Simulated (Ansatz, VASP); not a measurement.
## Si2PRh2 in VASP and in Ansatz

```
CELL_PARAMETERS angstrom
0.00000 3.91306 0.00000
3.91306 0.00000 0.00000
1.95653 1.95653 -4.80216
ATOMIC_POSITIONS crystal
Si 0.36200 0.36200 0.27600
Si 0.63800 0.63800 0.72400
P 0.00000 0.00000 0.00000
Rh 0.75000 0.25000 0.50000
Rh 0.25000 0.75000 0.50000
```

Alike in both runs: task single point; functional PBE; k mesh 5 × 5 × 5; no spin polarisation; Hubbard terms Rh d U = 4.0 eV.

|  | VASP | Ansatz |
| --- | --- | --- |
| version | VASP 6.6.1 | Ansatz 0.2.0 |
| potentials or method | VASP PAW PBE potentials, release 64 (Si, P, Rh_pv), cutoff 520 eV | PAW plane waves |
| occupations | methfessel-paxton of order 1, width 0.01 eV | cold, width 0.01 eV |
| valence electrons in the cell | 43 | 47 |

Ansatz gave:

- gap on the k mesh at the Fermi level (eV): none
- pressure (GPa): 19.4
- traceless stress, the component that is largest in VASP (GPa): -13.24
- rms of the force components (eV/Å): 1.557

Problem. Which values does VASP return?

Solution. gap on the k mesh at the Fermi level (eV): none; pressure (GPa): 15.5; traceless stress, the component that is largest in VASP (GPa): -11.71; rms of the force components (eV/Å): 1.434.

The programs project onto different local orbitals, so the same U acts differently, and such runs can settle in different states. Atom by atom the forces differ by 0.123 eV/Å (rms over components). A gap of «none» marks a metal or a gap that the smearing closes. VASP's potentials hold 43 valence electrons a cell and Ansatz's 47, so a difference there can come from the potentials and not from the codes. Ansatz's warnings: filled band counts differ across k points, structure snapped to symmetry.
